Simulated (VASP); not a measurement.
YSb5, 6 atoms in the cell. The typed cell holds 6 atoms: a = 6.230 Å, b = 6.343 Å, c = 5.183 Å, α = 88.78°, β = 87.57°, γ = 62.69°. 

- Program: VASP 6.6.1
- Task: molecular dynamics
- Functional: PBE
- Potentials or basis: VASP PAW PBE potentials, release 64 (Y_sv, Sb)
- Cutoff: 350 eV
- k mesh: 3 × 3 × 3
- Occupations: fermi-dirac, width 0.05 eV
- Spin: no spin polarisation
- Dipole correction: no
- Further INCAR settings: PREC = Normal; ALGO = Normal; EDIFF = 1e-05; NBANDS = 27; ISYM = 0; MAXMIX = 40; IBRION = 0; POTIM = 1.0; NSW = 30

Potentials or basis: VASP PAW PBE potentials, release 64 (Y_sv, Sb).

The run is started by

```console
$ cat potpaw_PBE.64/Y_sv/POTCAR potpaw_PBE.64/Sb/POTCAR > POTCAR
$ mpirun -np 1 vasp_std > vasp.out
```

Hardware: 1 thread of Intel Xeon 8259CL (shared host).

**Question.** How long does it take, and how much memory?

**Answer.** Run time: 9.9 min on 1 thread of Intel Xeon 8259CL, on a shared host, peak memory 0.23 GiB. Counts: scf iterations 129, k points 14, ion steps 30.
